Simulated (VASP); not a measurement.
# Si2S (P6_3/mmc) in VASP: single point with PBEsol

Aim: the single point of Si2S with PBEsol.

Everything below comes from runs of VASP 6.6.1. Logs are shortened: lines on timing, memory, paths and dates and some standing lists are left out, and cuts for length are marked.

### 1 The cell of the first run

The structure is hexagonal, space group P6_3/mmc (No. 194). The conventional cell has a = 2.683 Å, b = 2.683 Å, c = 9.350 Å, α = 90.00°, β = 90.00°, γ = 120.00°. Si (site symmetry 3m) has 3 S at 2.08 Å and 10 Si at 2.45 to 2.78 Å within 2.8 Å. Within 2.8 Å of S (site symmetry -6m2) lie 6 Si at 2.08 Å and 6 S at 2.68 Å.

### 2 Single point, PBEsol

File INCAR:

```
ALGO = Normal ; EDIFF = 1E-6
ENCUT = 520 ; GGA = PS
ISIF = 2 ; ISMEAR = 0
LASPH = True ; LCHARG = False
LREAL = False ; LWAVE = False
NBANDS = 23 ; NELM = 80
PREC = Accurate ; SIGMA = 0.1
```

File KPOINTS:

```
k-points
0
Gamma
  6 6 2
```

File POSCAR:

```
Si2S
1.0
    2.6825943297      0.0000000000      0.0000000000
   -1.3412971649      2.3231948376      0.0000000000
    0.0000000000      0.0000000000      9.3501039490
Si S
4 2
Direct
    0.6666666667      0.3333333333      0.8986176337
    0.3333333333      0.6666666667      0.3986176337
    0.6666666667      0.3333333333      0.6013823663
    0.3333333333      0.6666666667      0.1013823663
    0.0000000000      0.0000000000      0.7500000000
    0.0000000000      0.0000000000      0.2500000000
```

Potentials or basis: VASP PAW PBE potentials, release 64 (Si, S).

On the command line:

```console
$ cat potpaw_PBE.64/Si/POTCAR potpaw_PBE.64/S/POTCAR > POTCAR
$ mpirun -np 1 vasp_std > vasp.out
```

OUTCAR:

```text
EDIFF = 1E-6
   ENCUT = 520
   GGA = PS
   ISIF = 2
   ISMEAR = 0
   LASPH = True
   LREAL = False
   NELM = 80
   PREC = Accurate

 ion  position               nearest neighbor table
   1  0.667  0.333  0.899-   5 2.08   5 2.08   5 2.08   4 2.45   4 2.45   4 2.45   3 2.78
   2  0.333  0.667  0.399-   6 2.08   6 2.08   6 2.08   3 2.45   3 2.45   3 2.45   4 2.78
   3  0.667  0.333  0.601-   5 2.08   5 2.08   5 2.08   2 2.45   2 2.45   2 2.45   1 2.78
   4  0.333  0.667  0.101-   6 2.08   6 2.08   6 2.08   1 2.45   1 2.45   1 2.45   2 2.78
   5  0.000  0.000  0.750-   1 2.08   3 2.08   1 2.08   3 2.08   1 2.08   3 2.08
   6  0.000  0.000  0.250-   2 2.08   4 2.08   2 2.08   4 2.08   2 2.08   4 2.08

  LATTYP: Found a hexagonal cell.
 ALAT       =     2.6825943297
 C/A-ratio  =     3.4854707048

  Lattice vectors:

 A1 = (   2.6825943297,   0.0000000000,   0.0000000000)
 A2 = (  -1.3412971649,   2.3231948376,   0.0000000000)
 A3 = (   0.0000000000,   0.0000000000,   9.3501039490)

Analysis of symmetry for initial positions (statically):
=====================================================================
 Subroutine PRICEL returns:
 Original cell was already a primitive cell.

 Routine SETGRP: Setting up the symmetry group for a
 hexagonal supercell.

 Subroutine GETGRP returns: Found 24 space group operations
 (whereof 12 operations were pure point group operations)
 out of a pool of 24 trial point group operations.

The static configuration has the point symmetry D_3d.
 The point group associated with its full space group is D_6h.

Analysis of symmetry for dynamics (positions and initial velocities):
=====================================================================
 Subroutine PRICEL returns:
 Original cell was already a primitive cell.

 Routine SETGRP: Setting up the symmetry group for a
 hexagonal supercell.

 Subroutine GETGRP returns: Found 24 space group operations
 (whereof 12 operations were pure point group operations)
 out of a pool of 24 trial point group operations.

The dynamic configuration has the point symmetry D_3d.
 The point group associated with its full space group is D_6h.

 Subroutine INISYM returns: Found 24 space group operations
 (whereof 12 operations are pure point group operations),
 and found     1 'primitive' translations

----------------------------------------------------------------------------------------

[... 90 lines left out ...]
   LREAL  =      F    real-space projection
   EDIFFG = 0.1E-04   stopping-criterion for IOM
   NSW    =      0    number of steps for IOM
   IBRION =     -1    ionic relax: 0-MD 1-quasi-New 2-CG
   NFREE  =      0    steps in history (QN), initial steepest desc. (CG)
   ISIF   =      2    stress and relaxation
   ISYM   =      2    0-nonsym 1-usesym 2-fastsym
   POTIM  = 0.5000    time-step for ionic-motion
   TEBEG  =    0.0;   TEEND  =   0.0 temperature during run
   PSTRESS=    0.0 pullay stress
   NELECT =      28.0000    total number of electrons
   NUPDOWN=      -1.0000    fix difference up-down
   EMIN   =  10.00;   EMAX   =-10.00  energy-range for DOS
   EFERMI =   0.00;   METHOD = LEGACY
   ISMEAR =     0;   SIGMA  =   0.10  broadening in eV -4-tet -1-fermi 0-gaus
   EFERMI_NEDOS =   21; number of points for ismear=-14 and -15
   IALGO  =     38    algorithm
   IMIX   =      4    mixing-type and parameters
     AMIX     =   0.40;   BMIX     =  1.00
     AMIX_MAG =   1.60;   BMIX_MAG =  1.00
  volume/ion in A,a.u.               =       9.71        65.54
  Fermi-wavevector in a.u.,A,eV,Ry     =   1.282257  2.423115 22.370475  1.644184
  Thomas-Fermi vector in A             =   2.414579
   LORBIT       =      0    0 simple, 1 ext, 2 COOP (PROOUT), +10 PAW based schemes
   GGA     = PS    functional components
   LHFCALC =     F    Hartree Fock is set to
   AEXX    =    0.0000 exact exchange contribution
   IVDW    =     0    specifies the selected vdW correction
   LEPSILON=     F    determine dielectric tensor
   LRPA    =     F    only Hartree local field effects (RPA)
 non-spin polarized calculation
 Gauss-broadening in eV      SIGMA  =   0.10
  energy-cutoff  :      520.00
  volume of cell :       58.27
 maximum number of plane-waves:      1611
 NGX is ok and might be reduce to    20
   NGX =  9   NGY =  9   NGZ = 35

 number of electron      28.0000002 magnetization

 Free energy of the ion-electron system (eV)
  ---------------------------------------------------
  ext. energy  EPLUGINS =         0.00000000
  ---------------------------------------------------
  free energy    TOTEN  =       -21.60847233 eV

  energy without entropy =      -21.58963832  energy(sigma->0) =      -21.59905532

 E-fermi :  16.3809     XC(G=0): -13.0655

 val. band max:       16.3713691269   @ k =   0.5000   0.0000   0.0000
 cond. band min:      16.4475835729   @ k =   0.3333   0.1667   0.0000
 fundamental gap:      0.0762144459
 Fermi energy:        16.3808638167

 k-point     1 :       0.0000    0.0000    0.0000
  band No.  band energies     occupation
      1      -5.9440      2.00000
      2      -5.6756      2.00000
      3      -0.3012      2.00000
      4       2.1756      2.00000
      5       3.6392      2.00000
      6       8.8847      2.00000
[... 353 lines left out ...]
     22      23.9963      0.00000
     23      25.5671      0.00000

------------------------ aborting loop because EDIFF is reached ----------------------------------------

  FORCE on cell =-STRESS in cart. coord.  units (eV):
  Direction    XX          YY          ZZ          XY          YZ          ZX
  --------------------------------------------------------------------------------------
  -------------------------------------------------------------------------------------
  Total       37.0929067     37.0929067     44.1704243     -0.0000000      0.0000000     -0.0000000
  in kB     1019.8689602   1019.8689602   1214.4652094     -0.0000000      0.0000000     -0.0000000
  external PRESSURE =    1084.7343766 kB  Pullay stress =       0.0000000 kB

 VOLUME and BASIS-vectors are now :
 -----------------------------------------------------------------------------
  energy-cutoff  :      520.00
  volume of cell :       58.27
      direct lattice vectors                 reciprocal lattice vectors
     2.682594330  0.000000000  0.000000000     0.372773471  0.215220864  0.000000000
    -1.341297165  2.323194838  0.000000000     0.000000000  0.430441728  0.000000000
     0.000000000  0.000000000  9.350103949     0.000000000  0.000000000  0.106950683

 POSITION                                       TOTAL-FORCE (eV/Angst)
 -----------------------------------------------------------------------------------
      1.34130      0.77440      8.40217         0.000000     -0.000000      6.130257
     -0.00000      1.54880      3.72712         0.000000      0.000000      6.130257
      1.34130      0.77440      5.62299         0.000000      0.000000     -6.130257
     -0.00000      1.54880      0.94794        -0.000000      0.000000     -6.130257
      0.00000      0.00000      7.01258         0.000000     -0.000000     -0.000000
      0.00000      0.00000      2.33753        -0.000000      0.000000     -0.000000
 -----------------------------------------------------------------------------------
    total drift:                               -0.000000      0.000000     -0.000000

  FREE ENERGIE OF THE ION-ELECTRON SYSTEM (eV)
  ---------------------------------------------------
  free  energy   TOTEN  =       -21.6084723316 eV

  energy  without entropy=      -21.5896383173  energy(sigma->0) =      -21.59905532
```

OSZICAR:

```text
N       E                     dE             d eps       ncg     rms          rms(c)
DAV:   1     0.962045380871E+02    0.96205E+02   -0.12885E+04   644   0.111E+03
DAV:   2    -0.165988256113E+02   -0.11280E+03   -0.10636E+03   833   0.192E+02
DAV:   3    -0.219628257032E+02   -0.53640E+01   -0.52872E+01   841   0.390E+01
DAV:   4    -0.220121157163E+02   -0.49290E-01   -0.49214E-01   789   0.429E+00
DAV:   5    -0.220125202303E+02   -0.40451E-03   -0.40441E-03   843   0.350E-01    0.334E+01
DAV:   6    -0.217317350354E+02    0.28079E+00   -0.11249E-01   822   0.178E+00    0.200E+01
DAV:   7    -0.216103284821E+02    0.12141E+00   -0.15535E-01   795   0.209E+00    0.627E-01
DAV:   8    -0.216086952530E+02    0.16332E-02   -0.12602E-02   800   0.642E-01    0.297E-01
DAV:   9    -0.216084693666E+02    0.22589E-03   -0.73694E-04   794   0.156E-01    0.798E-02
DAV:  10    -0.216084779704E+02   -0.86039E-05   -0.56775E-05   835   0.418E-02    0.226E-02
DAV:  11    -0.216084720020E+02    0.59685E-05   -0.15091E-05   756   0.196E-02    0.923E-03
DAV:  12    -0.216084723316E+02   -0.32967E-06   -0.11022E-06   455   0.586E-03
   1 F= -.21608472E+02 E0= -.21599055E+02  d E =-.188340E-01
```

Run time: 8.3 s. Hardware: 1 thread of AMD EPYC 9R45 (Zen 5), shared host; peak memory 0.13 GiB.

What came out:

```yaml
Free_energy: -21.6085 eV
Pressure: 108.5 GPa
Largest_force: 6.130 eV/Å
Band_gap_on_the_k_mesh: zero (band 14 reaches 20.95 eV, above the bottom of band 15 at 12.78 eV)
```

Forces on the atoms (eV/Å):
```
Si   0.000  0.000  6.130
Si   0.000  0.000  6.130
Si   0.000  0.000 -6.130
Si   0.000  0.000 -6.130
S    0.000  0.000  0.000
S    0.000  0.000  0.000
```

Stress tensor (GPa, compression positive):
```
101.99   0.00   0.00
  0.00 101.99   0.00
  0.00   0.00 121.45
```

Caveat: the k points lie up to 0.45 Å⁻¹ apart; the PAW data sets were made with another functional, which shifts forces and pressure a little.
